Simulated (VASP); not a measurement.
V: single point with PBEsol

Crystal: V.

```
V
1.0
    -1.45989    1.45989    1.45989
     1.45989   -1.45989    1.45989
     1.45989    1.45989   -1.45989
V
1
Direct
  0.00000 0.00000 0.00000
```

This cell differs from its parent crystal: volume scaled by 0.96.

```yaml
Program: VASP 6.6.1
Task: single point
Functional: PBEsol
Potentials_or_basis: VASP PAW PBE potentials, release 64 (V_sv)
Cutoff: 520 eV
k_mesh: 24 × 24 × 24
Occupations: fermi-dirac, width 0.1 eV
Spin: no spin polarisation
```

The pressure is 9.0 GPa.

Levels at points of the mesh, in eV from the Fermi level:
```
           k point  band 4  band 5  band 6  band 7  band 8  band 9  band 10  band 11
(0.00, 0.00, 0.00)  -36.66   -6.78    0.41    0.41    0.41    2.62     2.62    21.08
(0.50, 0.00, 0.00)  -36.67   -3.49   -1.32    1.94    2.65    3.04     4.57    11.19
(0.50, 0.50, 0.50)  -37.44   -3.41   -3.41    4.13    4.13    4.13    10.93    10.93
```

Wall time 42 s on 1 thread of Intel(R) Xeon(R) Platinum 8259CL CPU @ 2.50GHz (Skylake/Cascade Lake), on a shared host, peak memory 0.17 GiB.

Caveat: the PAW data sets were made with another functional, which shifts forces and pressure a little.
